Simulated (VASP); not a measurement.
**TiTe2: single point with r2SCAN**

Crystal: TiTe2.

```xyz
3
Lattice="0.0000 3.4054 3.4054 3.4054 0.0000 3.4054 3.4054 3.4054 0.0000" Properties=species:S:1:pos:R:3 pbc="T T T"
Ti    0.0000    0.0000    0.0000
Te    1.7027    1.7027    1.7027
Te    5.1081    5.1081    5.1081
```

This cell differs from its parent crystal: volume changed by -3%.

* Program: VASP 6.6.1
* Task: single point
* Functional: r2SCAN
* Potentials or basis: VASP PAW PBE potentials, release 64 (Ti_sv, Te)
* Cutoff: 520 eV
* k mesh: 6 × 6 × 6
* Occupations: fermi-dirac, width 0.02 eV
* Spin: no spin polarisation

| Quantity | Value |
| --- | --- |
| Pressure | 2.0 GPa |
| Band gap on the k mesh | zero (band 12 reaches 7.86 eV, above the bottom of band 13 at 7.62 eV) |

Levels at points of the mesh, in eV from the Fermi level:
```csv
k point,band 9,band 10,band 11,band 12,band 13,band 14,band 15,band 16
"(0.00, 0.00, 0.00)",-4.81,-0.44,-0.44,-0.44,-0.11,-0.11,2.15,2.15
"(0.50, 0.00, 0.00)",-3.49,-3.07,-3.07,-2.69,0.04,0.04,0.91,2.23
"(0.50, 0.50, 0.00)",-5.15,-1.42,-1.42,-0.45,0.35,0.91,1.81,2.80
```

Run time: 3.4 min on 1 thread of Intel(R) Xeon(R) Platinum 8259CL CPU @ 2.50GHz (Skylake/Cascade Lake), with other jobs on the host, peak memory 0.21 GiB.

Caveat: the PAW data sets were made with another functional, which shifts forces and pressure a little; spin-orbit coupling is left out, which moves the levels of the heavy elements.
